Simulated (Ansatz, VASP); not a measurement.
# CoSi2 in VASP and in Ansatz

File INCAR:

```
  ALGO = Normal
  EDIFF = 1E-6
  ENCUT = 520
  GGA = PS
  ISIF = 2
  ISMEAR = 0
  LASPH = True
  LCHARG = False
  LREAL = False
  LWAVE = False
  NBANDS = 16
  NELM = 80
  PREC = Accurate
  SIGMA = 0.1
```

Contents of KPOINTS:

```
k-points
0
Gamma
  14 14 14
```

The input POSCAR:

```
CoSi2
1.0
    0.0000000000      2.6825395344      2.6825395344
    2.6825395344      0.0000000000      2.6825395344
    2.6825395344      2.6825395344      0.0000000000
Co Si
1 2
Direct
    0.0000000000      0.0000000000      0.0000000000
    0.2500000000      0.2500000000      0.2500000000
    0.7500000000      0.7500000000      0.7500000000
```

Input for Ansatz:

```yaml
crystal:
  lattice:
    - [0.0, 2.6825395336, 2.6825395336]
    - [2.6825395336, 0.0, 2.6825395336]
    - [2.6825395336, 2.6825395336, 0.0]
  atoms:
    - { symbol: Co, position: [0.0, 0.0, 0.0] }
    - { symbol: Si, position: [0.25, 0.25, 0.25] }
    - { symbol: Si, position: [0.75, 0.75, 0.75] }
basis:
  ecutwfc: 420
kpoints:
  mp_grid: { grid: [14, 14, 14] }
hamiltonian:
  xc: pbesol
scf:
  occupations: { method: gaussian, width: 0.1 }
output:
  forces: true
  stress: true
  eigenvalues: true
```

Alike in both runs: task single point; functional PBEsol; k mesh 14 × 14 × 14; occupations gaussian, width 0.1 eV; no spin polarisation.

```csv
,VASP,Ansatz
version,VASP 6.6.1,Ansatz 0.2.0
potentials or method,"VASP PAW PBE potentials, release 64 (Co, Si), cutoff 520 eV","scalar-relativistic, plane waves, PAW"
valence electrons in the cell,17,25
```

```csv
,VASP,Ansatz,Ansatz less VASP
gap on the k mesh at the Fermi level (eV),none,none,-
pressure (GPa),-5.4,-5.4,-0.03
```

VASP's potentials were made for PBE, not for PBEsol. A gap of «none» marks a metal or a gap that the smearing closes. VASP's potentials hold 17 valence electrons a cell and Ansatz's 25, so a difference there can come from the potentials and not from the codes.
